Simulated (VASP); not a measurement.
A run of VASP 6.6.1 is set up as follows.

INCAR

```
SYSTEM = F
  ALGO = Normal
  EDIFF = 1E-6
  ENCUT = 520
  GGA = PE
  ISIF = 2
  ISMEAR = 0
  LASPH = .TRUE.
  LCHARG = .FALSE.
  LREAL = .FALSE.
  LWAVE = .FALSE.
  NBANDS = 22
  NELM = 60
  PREC = Accurate
  SIGMA = 0.01
```

KPOINTS

```
k-points
0
G
  4 4 2
  0 0 0
```

POSCAR

```
F
1.0
    2.6304663468     -1.7466920769      0.1106026909
    2.6304663468      1.7466920769      0.1106026909
   -0.3259363313      0.0000000000      6.8050103285
F
4
Direct
    0.5934893175      0.9074549170      0.5947414458
    0.0925450830      0.4065106825      0.9052585542
    0.4065106825      0.0925450830      0.4052585542
    0.9074549170      0.5934893175      0.0947414458
```

Potentials or basis: VASP PAW PBE potentials, release 64 (F).

Run with:

```console
$ cat potpaw_PBE.64/F/POTCAR > POTCAR
$ mpirun -np 1 vasp_std > vasp.out
```

(1) Estimate the pressure.

(2) Estimate the band gap on the k mesh.

(3) Predict the largest force.

Answers

(1) -1.1 GPa.

(2) 2.58 eV, direct.

(3) 0.526 eV/Å.

Caveat: the k points lie up to 0.54 Å⁻¹ apart.
